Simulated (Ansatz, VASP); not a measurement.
## One calculation of ZnO, two programs

The input INCAR:

```
SYSTEM = ZnO
  PREC = Accurate
  ENCUT = 910
  EDIFF = 1E-6
  ISMEAR = 0
  SIGMA = 0.01
  LREAL = .FALSE.
  LASPH = .TRUE.
  NELM = 120
  ALGO = Normal
  ISIF = 2
  LWAVE = .FALSE.
  LCHARG = .FALSE.
  GGA = PE
  NBANDS = 46
  GGA_COMPAT = .FALSE.
```

The input KPOINTS:

```
regular mesh
0
G
  4 4 6
  0 0 0
```

File POSCAR:

```
ZnO
1.0
    5.5519117388      0.0000000000      0.0000000000
    0.0000000000      5.5519117388      0.0000000000
    0.0000000000      0.0000000000      3.2458455511
Zn O
4 4
Direct
    0.1816732156      0.1816732156      0.5000000000
    0.8183267844      0.8183267844      0.5000000000
    0.6816732156      0.3183267844      0.0000000000
    0.3183267844      0.6816732156      0.0000000000
    0.8184370494      0.1815629506      0.5000000000
    0.1815629506      0.8184370494      0.5000000000
    0.6815629506      0.6815629506      0.0000000000
    0.3184370494      0.3184370494      0.0000000000
```

Input for Ansatz:

```yaml
crystal:
  lattice:
    - [5.5519117388, 0.0, 0.0]
    - [0.0, 5.5519117388, 0.0]
    - [0.0, 0.0, 3.2458455511]
  atoms:
    - { symbol: Zn, position: [0.1816732156, 0.1816732156, 0.5] }
    - { symbol: Zn, position: [0.8183267844, 0.8183267844, 0.5] }
    - { symbol: Zn, position: [0.6816732156, 0.3183267844, 0.0] }
    - { symbol: Zn, position: [0.3183267844, 0.6816732156, 0.0] }
    - { symbol: O, position: [0.8184370494, 0.1815629506, 0.5] }
    - { symbol: O, position: [0.1815629506, 0.8184370494, 0.5] }
    - { symbol: O, position: [0.6815629506, 0.6815629506, 0.0] }
    - { symbol: O, position: [0.3184370494, 0.3184370494, 0.0] }
kpoints:
  mp_grid: { grid: [4, 4, 6] }
hamiltonian:
  xc: pbe
scf:
  occupations: { method: fixed }
  n_extra_bands: 6
output:
  forces: true
  stress: true
  eigenvalues: true
```

Alike in both runs: task single point; functional PBE; k mesh 4 × 4 × 6; no spin polarisation.

|  | VASP | Ansatz |
| --- | --- | --- |
| version | VASP 6.6.1 | Ansatz 0.2.0 |
| potentials or method | VASP PAW PBE potentials, release 64 (Zn, O_h) | plane waves, PAW |
| plane-wave cutoff (eV) | 910 | 420 |
| occupations | gaussian, width 0.01 eV | fixed |
| valence electrons in the cell | 72 | 72 |

Ansatz gave:

```
gap on the k mesh at the Fermi level (eV) : 0.79
rms of the force components (eV/Å)        : 0.011
```

**Question.** Which values does VASP return?

**Answer.** gap on the k mesh at the Fermi level (eV): 0.77; rms of the force components (eV/Å): 0.010.

Atom by atom the forces differ by 0.002 eV/Å (rms over components).

Noted on VASP's run: the cutoff is short for stress, so the pressure is rough.
